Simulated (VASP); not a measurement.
## Au: single point with PBE

The system is Au.

```
Au
1.0
     2.74837    0.00000    0.00000
     0.00000    2.74837    0.00000
     0.00000    0.00000    2.74837
Au
1
Direct
  0.00000 0.00000 0.00000
```

```
Program                : VASP 6.6.1
Task                   : single point
Functional             : PBE
Potentials or basis    : VASP PAW PBE potentials, release 64 (Au)
Cutoff                 : 520 eV
k mesh                 : 20 × 20 × 20
Occupations            : gaussian, width 0.1 eV
Spin                   : no spin polarisation
Dipole correction      : no
Further INCAR settings : ALGO = Normal; EDIFF = 1e-07; NBANDS = 12
```

```yaml
Pressure: -0.2 GPa
```

Levels at points of the mesh, in eV from the Fermi level:
| k point | band 3 | band 4 | band 5 | band 6 | band 7 | band 8 |
| --- | --- | --- | --- | --- | --- | --- |
| (0.00, 0.00, 0.00) | -5.57 | -1.41 | -1.41 | -1.41 | 13.87 | 13.87 |
| (0.50, 0.00, 0.00) | -2.83 | -2.83 | -1.27 | -0.38 | 2.07 | 16.36 |
| (0.50, 0.50, 0.00) | -2.58 | -2.58 | -0.27 | 3.88 | 3.88 | 6.41 |
| (0.50, 0.50, 0.50) | -4.84 | -0.18 | -0.18 | 8.44 | 8.44 | 8.44 |

Wall time 18 s on 1 thread of Intel(R) Xeon(R) 6975P-C (Granite Rapids) (shared host), peak memory 0.18 GiB.

Caveat: spin-orbit coupling is left out, which moves the levels of the heavy elements.
